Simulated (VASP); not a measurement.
CuO:

```
CELL_PARAMETERS angstrom
2.37267 -1.73382 0.00000
2.37267 1.73382 0.00000
-0.86121 0.00000 5.12443
ATOMIC_POSITIONS crystal
Cu 0.50000 0.00000 0.50000
Cu 0.00000 0.50000 0.00000
O 0.41840 0.58160 0.75000
O 0.58160 0.41840 0.25000
```

Base run:

```yaml
Program: VASP 6.6.1
Functional: PBEsol
Dispersion: D4
Potentials_or_basis: VASP PAW PBE potentials, release 64 (Cu_sv_GW, O)
Cutoff: 820 eV
k_mesh: 10 × 10 × 5
Occupations: fermi-dirac, width 0.05 eV
Spin: no spin polarisation
```

Its results: band gap on the k mesh zero (bands 25 and 26 overlap by 0.60 eV); pressure -12.0 GPa; largest force 0.464 eV/Å.

The run is repeated on the same cell with these changes: functional from PBEsol to revPBE; dispersion from D4 to none. What comes out?

Band gap on the k mesh zero (bands 25 and 26 overlap by 0.59 eV); pressure 2.1 GPa; largest force 0.323 eV/Å.

Several settings changed at once.

Caveats: the PAW data sets were made with another functional, which shifts forces and pressure a little; semilocal functionals often make such compounds metallic where correlation or magnetic order opens a gap, which also shifts bond lengths; the stress differs along the axes, from -15 to -8 GPa (at least some runs).
